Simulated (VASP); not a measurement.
Wanted: the native input for a VASP 6.6.1 run.

| Property | Result |
| --- | --- |
| Task | single point |
| Functional | PBE |
| Potentials or basis | VASP PAW PBE potentials, release 64 (Ru_pv) |
| Cutoff | 520 eV |
| k mesh | 24 × 24 × 12 |
| Occupations | gaussian, width 0.15 eV |
| Spin | no spin polarisation |
| Dipole correction | no |
| Further INCAR settings | ALGO = Fast; EDIFF = 1e-06; NBANDS = 21 |

The structure of Ru lies in POSCAR:

```
Ru
1.0
    2.6043318592      0.0000000000      0.0000000000
   -1.3021659296      2.4311643720      0.0000000000
    0.0000000000      0.0000000000      4.2819000000
Ru
2
Direct
    0.3333333333      0.6666666667      0.2500000000
    0.6666666667      0.3333333333      0.7500000000
```

This cell differs from its parent crystal: strain -0.0375 x Voigt [1, -1, 0, 0, 0, 0].

The input as run:

INCAR

```
SYSTEM = Ru
PREC = Accurate
ENCUT = 520
EDIFF = 1E-6
ISMEAR = 0
SIGMA = 0.15
LREAL = .False.
LASPH = .True.
NELM = 100
ALGO = Fast
ISIF = 2
LWAVE = .False.
LCHARG = .False.
GGA = PE
NBANDS = 21
```

KPOINTS

```
regular mesh
0
Gamma
  24 24 12
  0 0 0
```

Potentials or basis: VASP PAW PBE potentials, release 64 (Ru_pv).

Run with:

```console
$ cat potpaw_PBE.64/Ru_pv/POTCAR > POTCAR
$ mpirun -np 1 vasp_std > vasp.out
```

Results of the run:

```yaml
Pressure: 6.4 GPa
Largest_force: 0.189 eV/Å
Band_gap_on_the_k_mesh: zero (bands 14 and 15 overlap by 3.05 eV)
```

Caveat: the cell differs from its parent crystal (strain -0.0375 x Voigt [1, -1, 0, 0, 0, 0]); the cell stands under pressure.

It took 3.5 min on 1 thread of Intel(R) Xeon(R) 6975P-C (Granite Rapids), on a shared host, peak memory 0.54 GiB.
